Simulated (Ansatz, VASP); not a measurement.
# Li in VASP and in Ansatz

```
Li
1.0
     3.40073    0.00000    0.00000
    -1.70037    2.94512    0.00000
     0.00000    0.00000   11.08860
Li
4
Direct
  0.00000 0.00000 0.00000
  0.33333 0.66667 0.75000
  0.00000 0.00000 0.50000
  0.66667 0.33333 0.25000
```

Alike in both runs: task relaxation of cell and atoms; functional PBE; dispersion D3(BJ); k mesh 12 × 12 × 4; occupations gaussian, width 0.1 eV; no spin polarisation.

|  | VASP | Ansatz |
| --- | --- | --- |
| version | VASP 6.6.1 | Ansatz 0.2.0 |
| potentials or method | VASP PAW PBE potentials, release 64 (Li_sv), cutoff 600 eV | scalar-relativistic, plane waves, PAW |
| valence electrons in the cell | 12 | 12 |

```tsv
	VASP	Ansatz	Ansatz less VASP
gap on the k mesh at the Fermi level, each at its own relaxed structure (eV)	none	none	-
relaxed volume (Å³/atom)	18.14	18.35	+0.212
relaxed cell length with the largest relative difference (Å)	2.958	2.971	+0.0135
```

A gap of «none» marks a metal or a gap that the smearing closes.

Noted on VASP's run: the cutoff is short for stress, so the pressure is rough; the volume moved by over 15 % at a fixed basis, so the end points are rough.
